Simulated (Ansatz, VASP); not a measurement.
## One calculation of Ta2N, two programs

```
Ta N
1.0
     3.11286    0.00000    0.00000
    -1.55643    2.69582    0.00000
     0.00000    0.00000    4.86984
Ta N
2 1
Direct
  0.33333 0.66667 0.25471
  0.66667 0.33333 0.74529
  0.00000 0.00000 0.00000
```

Alike in both runs: functional r2SCAN; k mesh 10 × 10 × 6; occupations fermi-dirac, width 0.05 eV; no spin polarisation; Hubbard terms Ta d U = 4.0 eV.

|  | VASP | Ansatz |
| --- | --- | --- |
| version | VASP 6.6.1 | Ansatz 0.2.0 |
| potentials or method | VASP PAW PBE potentials, release 64 (Ta_pv, N) | Ansatz PAW |
| plane-wave cutoff (eV) | 520 | 500 |
| valence electrons in the cell | 27 | 31 |
| task | single point | band structure |

```tsv
	VASP	Ansatz	Ansatz less VASP
gap on the k mesh at the Fermi level (eV)	none	none	-
pressure (GPa)	7.1	-2.6	-9.63
traceless stress, the component that is largest in VASP (GPa)	4.28	4.69	+0.410
rms of the force components (eV/Å)	0.306	0.116	-0.1893
```

VASP's potentials were made for PBE, not for r2SCAN. The programs project onto different local orbitals, so the same U acts differently, and such runs can settle in different states. Atom by atom the forces differ by 0.189 eV/Å (rms over components). A gap of «none» marks a metal or a gap that the smearing closes. VASP's potentials hold 27 valence electrons a cell and Ansatz's 31, so a difference there can come from the potentials and not from the codes.

Neither program's run includes spin-orbit coupling.
